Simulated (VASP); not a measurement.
Ir:

```
CELL_PARAMETERS angstrom
0.00000 1.91525 1.91525
1.91525 0.00000 1.91525
1.91525 1.91525 0.00000
ATOMIC_POSITIONS crystal
Ir 0.00000 0.00000 0.00000
```

Base run:

```yaml
Program: VASP 6.6.1
Functional: PBEsol
Potentials_or_basis: VASP PAW PBE potentials, release 64 (Ir)
Cutoff: 520 eV
k_mesh: 10 × 10 × 10
Occupations: fermi-dirac, width 0.05 eV
Spin: no spin polarisation
```

Its results: pressure 1.0 GPa.

Question: The run is repeated on the same cell with these changes: potentials or basis from VASP PAW PBE potentials, release 64 (Ir) to VASP PAW PBE potentials, release 64 (Ir_sv_GW); cutoff from 520 eV to 500 eV; further incar settings from ALGO = Normal; EDIFF = 1e-06; NBANDS = 10 to ALGO = Normal; EDIFF = 1e-06; NBANDS = 14; valence electrons from 9 to 17. What comes out?

Answer: Pressure -3.3 GPa.

Caveats: the PAW data sets were made with another functional, which shifts forces and pressure a little.
